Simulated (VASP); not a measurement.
Write the native input for VASP 6.6.1 that does the following.

- Task: single point
- Functional: PBEsol
- Dispersion: D3(BJ)
- Potentials or basis: VASP PAW PBE potentials, release 64 (Tl_d)
- Cutoff: 520 eV
- k mesh: 9 × 9 × 5
- Occupations: gaussian, width 0.1 eV
- Spin: no spin polarisation
- Dipole correction: no
- Further INCAR settings: ALGO = Normal; EDIFF = 1e-06; NBANDS = 20

The structure of Tl lies in POSCAR:

```
Tl
1.0
    3.1171630904      0.0000000000      0.0000000000
   -1.5585815452      2.6995424240      0.0000000000
    0.0000000000      0.0000000000      5.2731763300
Tl
2
Direct
    0.3333333333      0.6666666667      0.2500000000
    0.6666666667      0.3333333333      0.7500000000
```

One way to write it, as run:

INCAR

```
SYSTEM = Tl
PREC = Accurate ; ENCUT = 520
EDIFF = 1E-6 ; ISMEAR = 0
SIGMA = 0.1 ; LREAL = .FALSE.
LASPH = .TRUE. ; NELM = 80
ALGO = Normal ; ISIF = 2
LWAVE = .FALSE. ; LCHARG = .TRUE.
GGA = PS ; IVDW = 12
LELF = .TRUE. ; LVHAR = .TRUE.
NBANDS = 20
```

KPOINTS

```
Automatic mesh
0
G
  9 9 5
  0 0 0
```

Potentials or basis: VASP PAW PBE potentials, release 64 (Tl_d).

Command:

```bash
$ cat potpaw_PBE.64/Tl_d/POTCAR > POTCAR
$ mpirun -np 1 vasp_std > vasp.out
```

It gave:

```yaml
Pressure: 14.9 GPa
Band_gap_on_the_k_mesh: zero (band 13 reaches 11.74 eV, above the bottom of band 14 at 7.26 eV)
Dispersion_energy_per_atom: -0.497 eV
```

Caveat: the PAW data sets were made with another functional, which shifts forces and pressure a little; spin-orbit coupling is left out, which moves the levels of the heavy elements; pairwise dispersion overbinds metals, which lowers pressure and volume.

Run time: 10 s on 1 thread of Intel(R) Xeon(R) 6975P-C (Granite Rapids), with other jobs on the host, peak memory 0.17 GiB.
